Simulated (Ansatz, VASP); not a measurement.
**Two plane-wave programs on CaMg**

```
Ca Mg
1.0
     3.60894    0.00000    0.00000
    -1.80447    3.12544    0.00000
     0.00000    0.00000    5.80818
Ca Mg
1 1
Cartesian
  0.0000 0.0000 2.9041
  1.8045 1.0418 0.0000
```

Alike in both runs: task single point; functional LDA; k mesh 18 × 18 × 10; occupations gaussian, width 0.15 eV; no spin polarisation.

|  | VASP | Ansatz |
| --- | --- | --- |
| version | VASP 6.6.1 | Ansatz 0.2.0 |
| potentials or method | VASP PAW LDA potentials, release 64 (Ca_sv, Mg), cutoff 520 eV | scalar-relativistic, plane waves, PAW |
| valence electrons in the cell | 12 | 20 |

```tsv
	VASP	Ansatz	Ansatz less VASP
gap on the k mesh at the Fermi level (eV)	none	none	-
pressure (GPa)	-2.1	-1.9	+0.19
traceless stress, the component that is largest in VASP (GPa)	-1.59	-1.49	+0.104
```

LDA's correlation is that of Perdew and Zunger in VASP and of Perdew and Wang (1992) in Ansatz. A gap of «none» marks a metal or a gap that the smearing closes. VASP's potentials hold 12 valence electrons a cell and Ansatz's 20, so a difference there can come from the potentials and not from the codes.
